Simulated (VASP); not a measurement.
Input of a VASP 6.6.1 run:

Contents of INCAR:

```
  PREC = Accurate
  ENCUT = 520
  EDIFF = 1E-6
  ISMEAR = 0
  SIGMA = 0.1
  LREAL = False
  LASPH = True
  NELM = 100
  ALGO = Normal
  ISIF = 2
  LWAVE = False
  LCHARG = True
  GGA = PS
  LELF = True
  LVHAR = True
  NBANDS = 12
```

File KPOINTS:

```
regular mesh
0
Gamma
  18 18 18
```

POSCAR

```
Zn
1.0
    0.0000000000      1.9187967977      1.9187967977
    1.9187967977      0.0000000000      1.9187967977
    1.9187967977      1.9187967977      0.0000000000
Zn
1
Direct
    0.0000000000      0.0000000000      0.0000000000
```

Potentials or basis: VASP PAW PBE potentials, release 64 (Zn).

Launch:

```bash
$ cat potpaw_PBE.64/Zn/POTCAR > POTCAR
$ mpirun -np 1 vasp_std > vasp.out
```

**Question.** What does it give for the band gap on the k mesh?

**Answer.** Zero (band 6 reaches 5.16 eV, above the bottom of band 7 at 2.17 eV).

**Question.** Estimate the pressure.

**Answer.** 0.5 GPa.

Caveat: the PAW data sets were made with another functional, which shifts forces and pressure a little.
